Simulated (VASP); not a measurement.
## BiTe: vibrations by perturbation theory with PBE

BiTe:

```
CELL_PARAMETERS angstrom
0.00000 3.27644 3.27644
3.27644 0.00000 3.27644
3.27644 3.27644 0.00000
ATOMIC_POSITIONS crystal
Bi 0.00000 0.00000 0.00000
Te 0.50000 0.50000 0.50000
```

| Property | Result |
| --- | --- |
| Program | VASP 6.6.1 |
| Task | vibrations by perturbation theory |
| Functional | PBE |
| Potentials or basis | VASP PAW PBE potentials, release 64 (Bi_d, Te) |
| Cutoff | 520 eV |
| k mesh | 12 × 12 × 12 |
| Occupations | fermi-dirac, width 0.15 eV |
| Spin | no spin polarisation |
| Dipole correction | no |
| Further INCAR settings | ALGO = Normal; EDIFF = 1e-08; NBANDS = 18; IBRION = 8; NSW = 1 |

- Highest phonon frequency at Γ, LO-TO splitting left out: 79 cm⁻¹

Phonon frequencies in cm⁻¹ (negative: imaginary):
```tsv
q point	frequencies
(0.000, 0.000, 0.000)	0 0 0 79 79 79
```

Run time: 26 min on 1 thread of Intel Xeon 8259CL, with other jobs on the host, peak memory 0.58 GiB.
